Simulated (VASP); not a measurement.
# InSe (P-1) in VASP: single point with r2SCAN

Aim: the single point of InSe with r2SCAN.

Program: VASP 6.6.1. These are calculated values, not measurements. Logs are shortened: lines on timing, memory, paths and dates and some standing lists are left out, and cuts for length are marked.

**1. The cell of the first run**

The typed cell holds 8 atoms: a = 5.075 Å, b = 4.101 Å, c = 11.139 Å, α = 81.53°, β = 96.01°, γ = 90.00°.

**2. Single point, r2SCAN (the part above a cut slid along it)**

The input, POSCAR:

```
InSe
1.0
    1.6423826481      0.0000000000     -4.8022569849
    0.0000000000      4.1010986990      0.0000000000
    9.9883521902      1.6404394796      4.6485534015
In Se
4 4
Direct
    0.8403378929     -0.1552682658      0.3881706646
    0.3403378929      0.1447317342      0.8881706646
    0.1596621071     -0.2447317342      0.6118293354
    0.6596621071      0.4552682658      0.1118293354
    0.9932942975     -0.0647376150      0.1618440374
    0.4932942975      0.2352623850      0.6618440374
    0.0067057025     -0.3352623850      0.8381559626
    0.5067057025      0.3647376150      0.3381559626
```

The input, INCAR.step1:

```
SYSTEM = InSe
PREC = Accurate ; ENCUT = 520
ISMEAR = 0 ; SIGMA = 0.05
LREAL = .FALSE. ; LASPH = .TRUE.
NELM = 80 ; NBANDS = 48
GGA = PE ; ALGO = Normal
EDIFF = 1E-4 ; LWAVE = .TRUE.
LCHARG = .FALSE.
```

The input, INCAR.step2:

```
SYSTEM = InSe
PREC = Accurate ; ENCUT = 520
EDIFF = 1E-6 ; ISMEAR = 0
SIGMA = 0.05 ; LREAL = .FALSE.
LASPH = .TRUE. ; NELM = 80
ALGO = Normal ; ISIF = 2
LWAVE = .FALSE. ; LCHARG = .TRUE.
METAGGA = R2SCAN ; LMIXTAU = .TRUE.
LELF = .TRUE. ; LVHAR = .TRUE.
NBANDS = 48 ; ISTART = 1
```

The input, KPOINTS:

```
regular mesh
0
G
  5 7 3
  0 0 0
```

Potentials or basis: VASP PAW PBE potentials, release 64 (In_d, Se).

Started as:

```bash
$ cat potpaw_PBE.64/In_d/POTCAR potpaw_PBE.64/Se/POTCAR > POTCAR
$ cp INCAR.step1 INCAR
$ mpirun -np 1 vasp_std > vasp.out
$ cp INCAR.step2 INCAR
$ mpirun -np 1 vasp_std > vasp.out
```

OUTCAR:

```text
SYSTEM = InSe
   PREC = Accurate
   ENCUT = 520
   EDIFF = 1E-6
   ISMEAR = 0
   LREAL = .FALSE.
   LASPH = .TRUE.
   NELM = 80
   ISIF = 2
   METAGGA = R2SCAN
   ISTART = 1

 ion  position               nearest neighbor table
   1  0.840  0.845  0.388-   8 2.68   8 2.68   5 2.69   3 2.80   4 3.70   4 3.70
   2  0.340  0.145  0.888-   7 2.68   7 2.68   6 2.69   4 3.25   3 3.70   3 3.70   4 3.73
   3  0.160  0.755  0.612-   6 2.68   6 2.68   7 2.69   1 2.80   2 3.70   2 3.70
   4  0.660  0.455  0.112-   5 2.68   5 2.68   8 2.69   2 3.25   1 3.70   1 3.70   2 3.73
   5  0.993  0.935  0.162-   4 2.68   4 2.68   1 2.69
   6  0.493  0.235  0.662-   3 2.68   3 2.68   2 2.69
   7  0.007  0.665  0.838-   2 2.68   2 2.68   3 2.69
   8  0.507  0.365  0.338-   1 2.68   1 2.68   4 2.69

  LATTYP: Found a triclinic cell.
 ALAT       =     6.5251899168
 B/A-ratio  =     2.3928651540
 C/A-ratio  =     2.4513199518
 COS(alpha) =     0.0025858308
 COS(beta)  =     0.6902539683
 COS(gamma) =     0.7116916581

  Lattice vectors:

 A1 = (   1.6423826481,  -4.1010986990,  -4.8022569849)
 A2 = (  13.2731174864,  -6.5617579184,  -4.9559605683)
 A3 = (  -8.3459695421,  -9.8426368776,  -9.4508103864)

Analysis of symmetry for initial positions (statically):
=====================================================================
 Subroutine PRICEL returns:
 Original cell was already a primitive cell.

 Routine SETGRP: Setting up the symmetry group for a
 triclinic supercell.

 Subroutine GETGRP returns: Found  2 space group operations
 (whereof  1 operations were pure point group operations)
 out of a pool of  2 trial point group operations.

The static configuration has the point symmetry C_1 .
 The point group associated with its full space group is S_2 .

Analysis of symmetry for dynamics (positions and initial velocities):
=====================================================================
 Subroutine PRICEL returns:
 Original cell was already a primitive cell.

 Routine SETGRP: Setting up the symmetry group for a
 triclinic supercell.

 Subroutine GETGRP returns: Found  2 space group operations
 (whereof  1 operations were pure point group operations)
 out of a pool of  2 trial point group operations.

The dynamic configuration has the point symmetry C_1 .
[... 113 lines left out ...]
   LREAL  =      F    real-space projection
   EDIFFG = 0.1E-04   stopping-criterion for IOM
   NSW    =      0    number of steps for IOM
   IBRION =     -1    ionic relax: 0-MD 1-quasi-New 2-CG
   NFREE  =      0    steps in history (QN), initial steepest desc. (CG)
   ISIF   =      2    stress and relaxation
   ISYM   =      2    0-nonsym 1-usesym 2-fastsym
   POTIM  = 0.5000    time-step for ionic-motion
   TEBEG  =    0.0;   TEEND  =   0.0 temperature during run
   PSTRESS=    0.0 pullay stress
   NELECT =      76.0000    total number of electrons
   NUPDOWN=      -1.0000    fix difference up-down
   EMIN   =  10.00;   EMAX   =-10.00  energy-range for DOS
   EFERMI =   0.00;   METHOD = LEGACY
   ISMEAR =     0;   SIGMA  =   0.05  broadening in eV -4-tet -1-fermi 0-gaus
   EFERMI_NEDOS =   21; number of points for ismear=-14 and -15
   IALGO  =     38    algorithm
   IMIX   =      4    mixing-type and parameters
     AMIX     =   0.40;   BMIX     =  1.00
     AMIX_MAG =   1.60;   BMIX_MAG =  1.00
  volume/ion in A,a.u.               =      28.50       192.35
  Fermi-wavevector in a.u.,A,eV,Ry     =   1.135057  2.144946 17.529115  1.288354
  Thomas-Fermi vector in A             =   2.271761
   LORBIT       =      0    0 simple, 1 ext, 2 COOP (PROOUT), +10 PAW based schemes
   METAGGA = R2SCAN    functional components
   LHFCALC =     F    Hartree Fock is set to
   AEXX    =    0.0000 exact exchange contribution
   IVDW    =     0    specifies the selected vdW correction
   LEPSILON=     F    determine dielectric tensor
   LRPA    =     F    only Hartree local field effects (RPA)
 non-spin polarized calculation
 Gauss-broadening in eV      SIGMA  =   0.05
  energy-cutoff  :      520.00
  volume of cell :      228.03
 maximum number of plane-waves:      6164
 NGX is ok and might be reduce to    40
   NGX = 19   NGY = 15   NGZ = 41

 number of electron      76.0000005 magnetization

 Free energy of the ion-electron system (eV)
  ---------------------------------------------------
  ext. energy  EPLUGINS =         0.00000000
  ---------------------------------------------------
  free energy    TOTEN  =      -151.94041399 eV

  energy without entropy =     -151.94041399  energy(sigma->0) =     -151.94041399

 E-fermi :   4.1065     XC(G=0):  -9.6262

 val. band max:        3.9081672553   @ k =  -0.2000   0.0000   0.3333
 cond. band min:       4.3055817700   @ k =  -0.2000  -0.4286   0.3333
 fundamental gap:      0.3974145147
 Fermi energy:         4.1065196768

 k-point     1 :       0.0000    0.0000    0.0000
  band No.  band energies     occupation
      1     -11.2894      2.00000
      2     -11.2565      2.00000
      3     -11.1532      2.00000
      4     -11.0399      2.00000
      5     -10.9738      2.00000
      6     -10.9473      2.00000
[... 1213 lines left out ...]
     47       8.9589      0.00000
     48       9.8145      0.00000

 [... further k-points ...]

------------------------ aborting loop because EDIFF is reached ----------------------------------------

  FORCE on cell =-STRESS in cart. coord.  units (eV):
  Direction    XX          YY          ZZ          XY          YZ          ZX
  --------------------------------------------------------------------------------------
  -------------------------------------------------------------------------------------
  Total       -0.7866114     -0.7740713      0.9842001     -3.2840289      1.1855697     -0.5737923
  in kB       -5.5269481     -5.4388373      6.9152605    -23.0744890      8.3301381     -4.0316225
  external PRESSURE =      -1.3501749 kB  Pullay stress =       0.0000000 kB

 VOLUME and BASIS-vectors are now :
 -----------------------------------------------------------------------------
  energy-cutoff  :      520.00
  volume of cell :      228.03
      direct lattice vectors                 reciprocal lattice vectors
     1.642382648  0.000000000 -4.802256985     0.083605064  0.000000000 -0.179642301
     0.000000000  4.101098699  0.000000000    -0.034547780  0.243837097 -0.011815418
     9.988352190  1.640439480  4.648553402     0.086369451  0.000000000  0.029538546

 POSITION                                       TOTAL-FORCE (eV/Angst)
 -----------------------------------------------------------------------------------
      5.25734      4.10110     -2.23109        -0.021141     -0.009330     -0.009027
      9.43033      2.05055      2.49432         0.723898      0.533842     -0.006208
      6.37339      4.10110      2.07738         0.021141      0.009330      0.009027
      2.20041      2.05055     -2.64802        -0.723898     -0.533842      0.006208
      3.24792      4.10110     -4.01771         0.167435     -0.289564     -0.231354
      7.42091      2.05055      0.70769        -0.077856      0.014428     -0.124780
      8.38281      4.10110      3.86401        -0.167435      0.289564      0.231354
      4.20983      2.05055     -0.86139         0.077856     -0.014428      0.124780
 -----------------------------------------------------------------------------------
    total drift:                                0.000007      0.000182      0.000007

  FREE ENERGIE OF THE ION-ELECTRON SYSTEM (eV)
  ---------------------------------------------------
  free  energy   TOTEN  =      -151.9404139867 eV

  energy  without entropy=     -151.9404139866  energy(sigma->0) =     -151.94041399
```

OUTCAR.step1:

```text
SYSTEM = InSe
   PREC = Accurate
   ENCUT = 520
   ISMEAR = 0
   LREAL = .FALSE.
   LASPH = .TRUE.
   NELM = 80
[... 1475 lines left out ...]
      7.42091      2.05055      0.70769        -0.078564      0.012771     -0.368241
      8.38281      4.10110      3.86401        -0.175026      0.251121      0.459249
      4.20983      2.05055     -0.86139         0.078564     -0.012771      0.368241
 -----------------------------------------------------------------------------------
    total drift:                               -0.000019      0.000251     -0.000003

  FREE ENERGIE OF THE ION-ELECTRON SYSTEM (eV)
  ---------------------------------------------------
  free  energy   TOTEN  =       -27.4368073175 eV

  energy  without entropy=      -27.4367945934  energy(sigma->0) =      -27.43680096
```

It took 70 min on 1 thread of Oxide Virtual Turin-like, shared host; peak memory 0.61 GiB.

What came out:

| Property | Result |
| --- | --- |
| Free energy | -151.9404 eV |
| Pressure | -0.1 GPa |
| Largest force | 0.899 eV/Å |
| Band gap on the k mesh | 0.40 eV (least direct gap 0.84 eV) |

Forces on the atoms (eV/Å):
```
In  -0.021 -0.009 -0.009
In   0.724  0.534 -0.006
In   0.021  0.009  0.009
In  -0.724 -0.534  0.006
Se   0.167 -0.290 -0.231
Se  -0.078  0.014 -0.125
Se  -0.167  0.290  0.231
Se   0.078 -0.014  0.125
```

Stress tensor (GPa, compression positive):
```
-0.55 -2.31 -0.40
-2.31 -0.54  0.83
-0.40  0.83  0.69
```

Caveat: the cell differs from its parent crystal (the part above a cut slid along it); the PAW data sets were made with another functional, which shifts forces and pressure a little; spin-orbit coupling is left out, which moves the levels of the heavy elements. A k mesh can miss the band edges.
